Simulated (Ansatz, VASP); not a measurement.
## Ge4As in VASP and in Ansatz

```
Ge As
1.0
     4.92051    0.00000    0.00000
     0.00000    4.92051    0.00000
     0.00000    0.00000    4.92051
Ge As
4 1
Direct
  0.50000 0.50000 0.50000
  0.50000 0.00000 0.00000
  0.00000 0.50000 0.00000
  0.00000 0.00000 0.50000
  0.00000 0.00000 0.00000
```

Alike in both runs: task single point; functional PBE; k mesh 4 × 4 × 4; occupations gaussian, width 0.1 eV; no spin polarisation.

```csv
,VASP,Ansatz
version,VASP 6.6.1,Ansatz 0.2.0
potentials or method,"VASP PAW PBE potentials, release 64 (Ge_d, As), cutoff 520 eV","scalar-relativistic, plane waves, PAW"
valence electrons in the cell,61,71
```

|  | VASP | Ansatz | Ansatz less VASP |
| --- | --- | --- | --- |
| gap on the k mesh at the Fermi level (eV) | none | none | - |
| pressure (GPa) | 1.0 | 0.9 | -0.09 |

A gap of «none» marks a metal or a gap that the smearing closes. VASP's potentials hold 61 valence electrons a cell and Ansatz's 71, so a difference there can come from the potentials and not from the codes.
